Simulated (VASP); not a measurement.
A run of VASP 6.6.1:

The input INCAR:

```
  PREC = Accurate
  ENCUT = 520
  EDIFF = 1E-7
  ISMEAR = 0
  SIGMA = 0.1
  LREAL = Auto
  LASPH = True
  NELM = 100
  ALGO = Normal
  ISIF = 2
  LWAVE = False
  LCHARG = False
  GGA = PE
  ISYM = 0
  NBANDS = 76
```

The input KPOINTS:

```
regular mesh
0
Gamma
  3 4 3
```

Contents of POSCAR:

```
Al3In3GaB3N10
1.0
    2.3250453669      2.5087402962      4.5439898702
   -2.1277129818     -2.3080452512      4.3449761551
    6.4071903449     -4.4453315118      2.2698932727
B N Al Ga In
3 10 3 1 3
Direct
    0.0976463078      0.0565176268      0.6018366556
    0.3429721697      0.3871488809      0.4222991835
    0.5830992742      0.5333168668      0.6005662829
    0.6209004663      0.7843974912      0.6045211606
    0.4738838535      0.3831116486      0.7613980856
    0.9683112499      0.9200002256      0.7744298892
    0.3667542238      0.9139783280      0.9792072722
    0.8110467017      0.9075217659      0.1878154895
    0.6029553437      0.3991487285      0.4375211710
    0.1334604047      0.9078042786      0.4543136941
    0.1589856020      0.3074227849      0.5821654238
    0.9245315291      0.3887083733      0.9714640663
    0.3040507732      0.3990951098      0.2495402976
    0.1087784804      0.5265762875      0.7609514906
    0.5975805252      0.0035981239      0.7758703028
    0.0194807007      0.0221906178      0.9756797390
    0.8074715685      0.9711311865      0.4156545861
    0.4043764838      0.9700073621      0.2248302696
    0.5230836521      0.4974471807      0.9881902035
    0.9188732674      0.4873485772      0.2231004812
```

Potentials or basis: VASP PAW PBE potentials, release 64 (B, N, Al, Ga_d, In_d).

Launch:

```sh
$ cat potpaw_PBE.64/B/POTCAR potpaw_PBE.64/N/POTCAR potpaw_PBE.64/Al/POTCAR potpaw_PBE.64/Ga_d/POTCAR potpaw_PBE.64/In_d/POTCAR > POTCAR
$ mpirun -np 1 vasp_std > vasp.out
```

Hardware: 1 thread of Intel Xeon 8259CL, with other jobs on the host.

Task: How long does it take, and how much memory?

Result: Run time: 22 min on 1 thread of Intel Xeon 8259CL, on a shared host, peak memory 0.43 GiB. Counts: scf iterations 18, k points 19.
